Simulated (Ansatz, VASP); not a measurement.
**Ge: VASP beside Ansatz**

```xyz
2
Lattice="3.0100 0.0000 0.0000 -1.5050 2.6068 0.0000 0.0000 0.0000 4.6777" Properties=species:S:1:pos:R:3 pbc="T T T"
Ge    0.0000    1.7378    1.1694
Ge    1.5050    0.8689    3.5082
```

Alike in both runs: task single point; functional PBEsol; k mesh 14 × 14 × 8; occupations fermi-dirac, width 0.1 eV; no spin polarisation.

|  | VASP | Ansatz |
| --- | --- | --- |
| version | VASP 6.6.1 | Ansatz 0.2.0 |
| potentials or method | VASP PAW PBE potentials, release 64 (Ge_d), cutoff 520 eV | plane waves (420 eV) with PAW, scalar-relativistic |
| valence electrons in the cell | 28 | 28 |

|  | VASP | Ansatz | Ansatz less VASP |
| --- | --- | --- | --- |
| pressure (GPa) | 0.2 | 0.2 | -0.05 |
| traceless stress, the component that is largest in VASP (GPa) | 1.75 | 1.75 | -0.004 |

VASP's potentials were made for PBE, not for PBEsol, and Ansatz warns of the same on its side.
